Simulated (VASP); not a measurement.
# LuAl3N4 (Pmn2_1) in VASP: further runs

The runs below take LuAl3N4 through single point, with PBE.

Program: VASP 6.6.1. These are calculated values, not measurements. Logs are shortened: lines on timing, memory, paths and dates and some standing lists are left out, and cuts for length are marked.

## (1) The cell of the first run

Symmetry: Pmn2_1, No. 31, orthorhombic system. Conventional cell: a = 6.583 Å, b = 5.674 Å, c = 5.144 Å, α = 90.00°, β = 90.00°, γ = 90.00°. Within 2.9 Å of Lu (site symmetry m) lie 5 N at 2.17 to 2.86 Å. Within 2.5 Å of Al (site symmetry m) lie 4 N at 1.88 to 1.97 Å. Within 2.5 Å of Al (site symmetry 1) lie 4 N at 1.89 to 1.99 Å. Within 2.5 Å of N (site symmetry m) lie 3 Al at 1.91 to 1.92 Å and 1 Lu at 2.19 Å. N (site symmetry 1) has 3 Al at 1.88 to 1.90 Å and 1 Lu at 2.17 Å within 2.5 Å. Within 2.6 Å of N (site symmetry m) lie 3 Al at 1.97 to 1.99 Å and 1 Lu at 2.28 Å.

## (2) Single point, PBE

The input, INCAR:

```
SYSTEM = LuAl3N4
ALGO = Normal ; EDIFF = 1E-6
ENCUT = 520 ; GGA = PE
ISIF = 2 ; ISMEAR = 0
LASPH = .True. ; LCHARG = .False.
LREAL = Auto ; LWAVE = .False.
NBANDS = 68 ; NELM = 80
PREC = Accurate ; SIGMA = 0.02
```

The input, KPOINTS:

```
k-points
0
Gamma
  4 4 6
  0 0 0
```

The input, POSCAR:

```
LuAl3N4
1.0
    6.5829747804      0.0000000000      0.0000000000
    0.0000000000      5.6739029554      0.0000000000
    0.0000000000      0.0000000000      5.1435887948
Lu Al N
2 6 8
Direct
    0.0000000000      0.8376481980      0.9804184475
    0.5000000000      0.1623518020      0.4804184475
    0.0000000000      0.1860608159      0.4959304829
    0.5000000000      0.8139391841      0.9959304829
    0.2501469149      0.6596838205      0.4954900133
    0.7498530851      0.6596838205      0.4954900133
    0.7501469149      0.3403161795      0.9954900133
    0.2498530851      0.3403161795      0.9954900133
    0.0000000000      0.2099186365      0.8659342781
    0.5000000000      0.7900813635      0.3659342781
    0.2733957025      0.6506300903      0.8636580671
    0.7266042975      0.6506300903      0.8636580671
    0.0000000000      0.8451583643      0.4244206306
    0.7733957025      0.3493699097      0.3636580671
    0.2266042975      0.3493699097      0.3636580671
    0.5000000000      0.1548416357      0.9244206306
```

Potentials or basis: VASP PAW PBE potentials, release 64 (Lu, Al, N).

On the command line:

```
> cat potpaw_PBE.64/Lu/POTCAR potpaw_PBE.64/Al/POTCAR potpaw_PBE.64/N/POTCAR > POTCAR
> mpirun -np 1 vasp_std > vasp.out
```

OUTCAR:

```text
SYSTEM = LuAl3N4
   EDIFF = 1E-6
   ENCUT = 520
   GGA = PE
   ISIF = 2
   ISMEAR = 0
   LASPH = .True.
   LREAL = Auto
   NELM = 80
   PREC = Accurate

 ion  position               nearest neighbor table
   1  0.000  0.838  0.980-  11 2.17  12 2.17   9 2.19  13 2.28   5 3.15   6 3.15   3 3.18   7 3.27
                             8 3.27   6 3.28   5 3.28   8 3.29   7 3.29   4 3.30   4 3.30   3 3.31
   2  0.500  0.162  0.480-  14 2.17  15 2.17  10 2.19  16 2.28   7 3.15   8 3.15   4 3.18   5 3.27
                             6 3.27   8 3.28   7 3.28   5 3.29   6 3.29   3 3.30   3 3.30   4 3.31
   3  0.000  0.186  0.496-  14 1.88  15 1.88   9 1.91  13 1.97   5 3.15   6 3.15   7 3.17   8 3.17
                             7 3.18   8 3.18   1 3.18   2 3.30   2 3.30   1 3.31
   4  0.500  0.814  0.996-  11 1.88  12 1.88  10 1.91  16 1.97   7 3.15   8 3.15   5 3.17   6 3.17
                             5 3.18   6 3.18   2 3.18   1 3.30   1 3.30   2 3.31
   5  0.250  0.660  0.495-  15 1.89  11 1.90  10 1.92  13 1.99   8 3.15   8 3.15   3 3.15   1 3.15
                             4 3.17   4 3.18   2 3.27   1 3.28   6 3.29   2 3.29   6 3.29
   6  0.750  0.660  0.495-  14 1.89  12 1.90  10 1.92  13 1.99   7 3.15   7 3.15   3 3.15   1 3.15
                             4 3.17   4 3.18   2 3.27   1 3.28   5 3.29   2 3.29   5 3.29
   7  0.750  0.340  0.995-  12 1.89  14 1.90   9 1.92  16 1.99   6 3.15   6 3.15   4 3.15   2 3.15
                             3 3.17   3 3.18   1 3.27   2 3.28   8 3.29   1 3.29   8 3.29
   8  0.250  0.340  0.995-  11 1.89  15 1.90   9 1.92  16 1.99   5 3.15   5 3.15   4 3.15   2 3.15
                             3 3.17   3 3.18   1 3.27   2 3.28   7 3.29   1 3.29   7 3.29
   9  0.000  0.210  0.866-   3 1.91   7 1.92   8 1.92   1 2.19
  10  0.500  0.790  0.366-   4 1.91   5 1.92   6 1.92   2 2.19
  11  0.273  0.651  0.864-   4 1.88   8 1.89   5 1.90   1 2.17
  12  0.727  0.651  0.864-   4 1.88   7 1.89   6 1.90   1 2.17
  13  0.000  0.845  0.424-   3 1.97   5 1.99   6 1.99   1 2.28
  14  0.773  0.349  0.364-   3 1.88   6 1.89   7 1.90   2 2.17
  15  0.227  0.349  0.364-   3 1.88   5 1.89   8 1.90   2 2.17
  16  0.500  0.155  0.924-   4 1.97   7 1.99   8 1.99   2 2.28

  LATTYP: Found a simple orthorhombic cell.
 ALAT       =     5.1435887948
 B/A-ratio  =     1.1031019745
 C/A-ratio  =     1.2798407966

  Lattice vectors:

 A1 = (   0.0000000000,   0.0000000000,  -5.1435887948)
 A2 = (   0.0000000000,   5.6739029554,   0.0000000000)
 A3 = (   6.5829747804,   0.0000000000,   0.0000000000)

Analysis of symmetry for initial positions (statically):
=====================================================================
 Subroutine PRICEL returns:
 Original cell was already a primitive cell.

 Routine SETGRP: Setting up the symmetry group for a
 simple orthorhombic supercell.

[... 160 lines left out ...]
   NUPDOWN=      -1.0000    fix difference up-down
   EMIN   =  10.00;   EMAX   =-10.00  energy-range for DOS
   EFERMI =   0.00;   METHOD = LEGACY
   ISMEAR =     0;   SIGMA  =   0.02  broadening in eV -4-tet -1-fermi 0-gaus
   EFERMI_NEDOS =   21; number of points for ismear=-14 and -15
   IALGO  =     38    algorithm
   IMIX   =      4    mixing-type and parameters
     AMIX     =   0.40;   BMIX     =  1.00
     AMIX_MAG =   1.60;   BMIX_MAG =  1.00
  volume/ion in A,a.u.               =      12.01        81.03
  Fermi-wavevector in a.u.,A,eV,Ry     =   1.351116  2.553239 24.837632  1.825514
  Thomas-Fermi vector in A             =   2.478564
   LORBIT       =      0    0 simple, 1 ext, 2 COOP (PROOUT), +10 PAW based schemes
   GGA     = PE    functional components
   LHFCALC =     F    Hartree Fock is set to
   AEXX    =    0.0000 exact exchange contribution
   IVDW    =     0    specifies the selected vdW correction
   LEPSILON=     F    determine dielectric tensor
   LRPA    =     F    only Hartree local field effects (RPA)
 non-spin polarized calculation
 Gauss-broadening in eV      SIGMA  =   0.02
  energy-cutoff  :      520.00
  volume of cell :      192.12
 maximum number of plane-waves:      5200
 NGX is ok and might be reduce to    50
   NGX = 25   NGY = 21   NGZ = 19

 number of electron     107.9999971 magnetization

 Free energy of the ion-electron system (eV)
  ---------------------------------------------------
  ext. energy  EPLUGINS =         0.00000000
  ---------------------------------------------------
  free energy    TOTEN  =      -120.28435938 eV

  energy without entropy =     -120.28435938  energy(sigma->0) =     -120.28435938

 E-fermi :   4.5475     XC(G=0): -10.9668

 val. band max:        4.4635729582   @ k =   0.2500   0.5000   0.0000
 cond. band min:       7.6727400700   @ k =   0.0000   0.0000   0.0000
 fundamental gap:      3.2091671118
 Fermi energy:         4.5474657726

 k-point     1 :       0.0000    0.0000    0.0000
  band No.  band energies     occupation
      1     -49.0812      2.00000
      2     -49.0809      2.00000
      3     -19.9948      2.00000
      4     -19.9737      2.00000
      5     -19.9503      2.00000
      6     -19.9482      2.00000
[... 1645 lines left out ...]
     65      11.4325      0.00000
     66      11.6767      0.00000

 [... further k-points ...]

 [bands above 66 left out]

------------------------ aborting loop because EDIFF is reached ----------------------------------------

  FORCE on cell =-STRESS in cart. coord.  units (eV):
  Direction    XX          YY          ZZ          XY          YZ          ZX
  --------------------------------------------------------------------------------------
  -------------------------------------------------------------------------------------
  Total        0.2926465      0.2861930      0.2527415      0.0000000      0.0000000      0.0000000
  in kB        2.4405272      2.3867079      2.1077389      0.0000000      0.0000000      0.0000000
  external PRESSURE =       2.3116580 kB  Pullay stress =       0.0000000 kB

 VOLUME and BASIS-vectors are now :
 -----------------------------------------------------------------------------
  energy-cutoff  :      520.00
  volume of cell :      192.12
      direct lattice vectors                 reciprocal lattice vectors
     6.582974780  0.000000000  0.000000000     0.151907008  0.000000000  0.000000000
     0.000000000  5.673902955  0.000000000     0.000000000  0.176245524  0.000000000
     0.000000000  0.000000000  5.143588795     0.000000000  0.000000000  0.194416786

 POSITION                                       TOTAL-FORCE (eV/Angst)
 -----------------------------------------------------------------------------------
      0.00000      4.75273      5.04287         0.000000      0.000226      0.014176
      3.29149      0.92117      2.47107         0.000000     -0.000226      0.014176
      0.00000      1.05569      2.55086         0.000000      0.004167     -0.000032
      3.29149      4.61821      5.12266         0.000000     -0.004167     -0.000032
      1.64671      3.74298      2.54860         0.003530     -0.001225      0.000038
      4.93626      3.74298      2.54860        -0.003530     -0.001225      0.000038
[... 8 lines left out ...]
      1.49173      1.98229      1.87051        -0.062206      0.034484     -0.020364
      3.29149      0.87856      4.75484         0.000000     -0.002651      0.047970
 -----------------------------------------------------------------------------------
    total drift:                               -0.000000     -0.000000     -0.008834

  FREE ENERGIE OF THE ION-ELECTRON SYSTEM (eV)
  ---------------------------------------------------
  free  energy   TOTEN  =      -120.2843593806 eV

  energy  without entropy=     -120.2843593806  energy(sigma->0) =     -120.28435938
```

OSZICAR:

```text
N       E                     dE             d eps       ncg     rms          rms(c)
DAV:   1     0.105214703224E+04    0.10521E+04   -0.41648E+04  7896   0.412E+03
DAV:   2     0.124752192757E+03   -0.92739E+03   -0.85621E+03  6484   0.862E+02
DAV:   3    -0.111197768240E+03   -0.23595E+03   -0.22476E+03  5884   0.219E+02
DAV:   4    -0.139162849338E+03   -0.27965E+02   -0.27631E+02  6424   0.718E+01
DAV:   5    -0.141175709166E+03   -0.20129E+01   -0.20078E+01  8536   0.184E+01    0.270E+01
DAV:   6    -0.119488764649E+03    0.21687E+02   -0.90058E+01  7640   0.636E+01    0.997E+00
DAV:   7    -0.120349825515E+03   -0.86106E+00   -0.11656E+01  7464   0.190E+01    0.696E+00
DAV:   8    -0.120395284224E+03   -0.45459E-01   -0.28307E+00  8528   0.200E+01    0.216E+00
DAV:   9    -0.120265663903E+03    0.12962E+00   -0.85471E-01  8128   0.155E+01    0.731E-01
DAV:  10    -0.120287113261E+03   -0.21449E-01   -0.29457E-01  6284   0.200E+00    0.607E-01
DAV:  11    -0.120283595919E+03    0.35173E-02   -0.33914E-02  8220   0.239E+00    0.919E-02
DAV:  12    -0.120284290654E+03   -0.69473E-03   -0.70051E-03  7212   0.686E-01    0.273E-02
DAV:  13    -0.120284347021E+03   -0.56367E-04   -0.43903E-04  6924   0.158E-01    0.227E-02
DAV:  14    -0.120284363484E+03   -0.16463E-04   -0.58501E-05  7096   0.249E-01    0.179E-02
DAV:  15    -0.120284358493E+03    0.49904E-05   -0.36905E-05  7556   0.106E-01    0.535E-03
DAV:  16    -0.120284360226E+03   -0.17326E-05   -0.18274E-05  7192   0.338E-02    0.729E-03
DAV:  17    -0.120284359381E+03    0.84515E-06   -0.75823E-06  5968   0.238E-02
   1 F= -.12028436E+03 E0= -.12028436E+03  d E =-.539051E-11
```

stdout:

```text
POSCAR found type information on POSCAR LuAlN
 POSCAR found :  3 types and      16 ions
 scaLAPACK will be used
 LDA part: xc-table for (Slater+PW92), standard interpolation
 POSCAR, INCAR and KPOINTS ok, starting setup
 FFT: planning ... GRIDC
 FFT: planning ... GRID_SOFT
 FFT: planning ... GRID
 WAVECAR not read
 entering main loop
```

Run time: 19 min. Hardware: 1 thread of Intel Xeon Platinum 8259CL at 2.50GHz (Skylake/Cascade Lake), shared host; peak memory 0.46 GiB.

What came out:

| Property | Result |
| --- | --- |
| Free energy | -120.2844 eV |
| Pressure | 0.2 GPa |
| Largest force | 0.074 eV/Å |
| Band gap on the k mesh | 3.21 eV (least direct gap 3.24 eV) |

Forces in eV/Å, atoms in the order of the input:
```
Lu   0.000  0.000  0.014
Lu   0.000  0.000  0.014
Al   0.000  0.004  0.000
Al   0.000 -0.004  0.000
Al   0.004 -0.001  0.000
Al  -0.004 -0.001  0.000
Al   0.004  0.001  0.000
Al  -0.004  0.001  0.000
N    0.000  0.065 -0.021
N    0.000 -0.065 -0.021
N    0.062 -0.034 -0.020
N   -0.062 -0.034 -0.020
N    0.000  0.003  0.048
N    0.062  0.034 -0.020
N   -0.062  0.034 -0.020
N    0.000 -0.003  0.048
```

Levels at points of the mesh, in eV from the valence-band top:
| k point | band 52 | band 53 | band 54 | band 55 | band 56 | band 57 |
| --- | --- | --- | --- | --- | --- | --- |
| (0.00, 0.00, 0.00) | -0.43 | -0.15 | -0.03 | 3.21 | 4.29 | 4.35 |
| (0.50, 0.00, 0.00) | -0.43 | -0.08 | -0.08 | 4.13 | 4.13 | 5.20 |
| (0.00, 0.50, 0.00) | -0.16 | -0.13 | -0.08 | 4.22 | 4.50 | 4.64 |
| (0.50, 0.50, 0.00) | -0.19 | -0.01 | -0.01 | 4.63 | 4.63 | 5.02 |
| (0.00, 0.00, 0.50) | -0.47 | -0.30 | -0.30 | 4.22 | 4.22 | 5.23 |
| (0.50, 0.00, 0.50) | -0.47 | -0.16 | -0.16 | 5.10 | 5.10 | 5.27 |
| (0.00, 0.50, 0.50) | -0.53 | -0.25 | -0.25 | 4.67 | 4.67 | 4.95 |
| (0.50, 0.50, 0.50) | -0.39 | -0.04 | -0.04 | 4.86 | 4.86 | 5.08 |

Caveat: spin-orbit coupling is left out, which moves the levels of the heavy elements. A k mesh can miss the band edges.

## (3) Single point, PBE (12.37 Å³/atom)

This run uses another cell than the first one, of 12.37 Å³/atom.

The input, INCAR:

```
ALGO = Normal ; EDIFF = 1E-7
ENCUT = 520 ; GGA = PE
ISIF = 2 ; ISMEAR = 0
LASPH = T ; LCHARG = F
LREAL = Auto ; LWAVE = F
NBANDS = 68 ; NELM = 100
PREC = Accurate ; SIGMA = 0.02
```

The input, KPOINTS:

```
k-points
0
Gamma
  4 4 6
```

The input, POSCAR:

```
LuAl3N4
1.0
    6.6437519102      0.0000000000      0.0000000000
    0.0000000000      5.7304799741      0.0000000000
    0.0000000000      0.0000000000      5.1976036069
Lu Al N
2 6 8
Direct
    0.0000000000      0.8378738006      0.9801414192
    0.5000000000      0.1621261994      0.4801414192
    0.0000000000      0.1867579992      0.4961679848
    0.5000000000      0.8132420008      0.9961679848
    0.2504719826      0.6592479061      0.4960204612
    0.7495280174      0.6592479061      0.4960204612
    0.7504719826      0.3407520939      0.9960204612
    0.2495280174      0.3407520939      0.9960204612
    0.0000000000      0.2096004993      0.8657053144
    0.5000000000      0.7903995007      0.3657053144
    0.2731165058      0.6506311915      0.8637684073
    0.7268834942      0.6506311915      0.8637684073
    0.0000000000      0.8451285746      0.4234075445
    0.7731165058      0.3493688085      0.3637684073
    0.2268834942      0.3493688085      0.3637684073
    0.5000000000      0.1548714254      0.9234075445
```

Potentials or basis: VASP PAW PBE potentials, release 64 (Lu, Al, N).

On the command line:

```
> cat potpaw_PBE.64/Lu/POTCAR potpaw_PBE.64/Al/POTCAR potpaw_PBE.64/N/POTCAR > POTCAR
> mpirun -np 1 vasp_std > vasp.out
```

Wall time 22 min (1 thread of Intel Xeon Platinum 8259CL at 2.50GHz (Skylake/Cascade Lake), shared host); peak memory 0.49 GiB.

The run converged. Its results:

```
Free energy            : -120.2043 eV
Pressure               : -4.6 GPa
Largest force          : 0.073 eV/Å
Band gap on the k mesh : 3.06 eV (least direct gap 3.07 eV)
```

Forces on the atoms (eV/Å):
```
Lu   0.000  0.003  0.012
Lu   0.000 -0.003  0.012
Al   0.000  0.003  0.000
Al   0.000 -0.003  0.000
Al   0.004 -0.004  0.001
Al  -0.004 -0.004  0.001
Al   0.004  0.004  0.001
Al  -0.004  0.004  0.001
N    0.000  0.063 -0.021
N    0.000 -0.063 -0.021
N    0.061 -0.033 -0.022
N   -0.061 -0.033 -0.022
N    0.000  0.005  0.049
N    0.061  0.033 -0.022
N   -0.061  0.033 -0.022
N    0.000 -0.005  0.049
```

Levels at points of the mesh, in eV from the valence-band top:
```tsv
k point	band 52	band 53	band 54	band 55	band 56	band 57
(0.00, 0.00, 0.00)	-0.40	-0.15	-0.01	3.06	4.28	4.32
(0.50, 0.00, 0.00)	-0.41	-0.07	-0.07	4.12	4.12	5.06
(0.00, 0.50, 0.00)	-0.14	-0.13	-0.08	4.19	4.44	4.62
(0.50, 0.50, 0.00)	-0.18	-0.01	-0.01	4.61	4.61	4.95
(0.00, 0.00, 0.50)	-0.44	-0.29	-0.29	4.16	4.16	5.18
(0.50, 0.00, 0.50)	-0.45	-0.14	-0.14	5.04	5.04	5.23
(0.00, 0.50, 0.50)	-0.51	-0.23	-0.23	4.61	4.61	4.88
(0.50, 0.50, 0.50)	-0.36	-0.04	-0.04	4.82	4.82	5.02
```

Caveat: the cell stands under tension; spin-orbit coupling is left out, which moves the levels of the heavy elements.
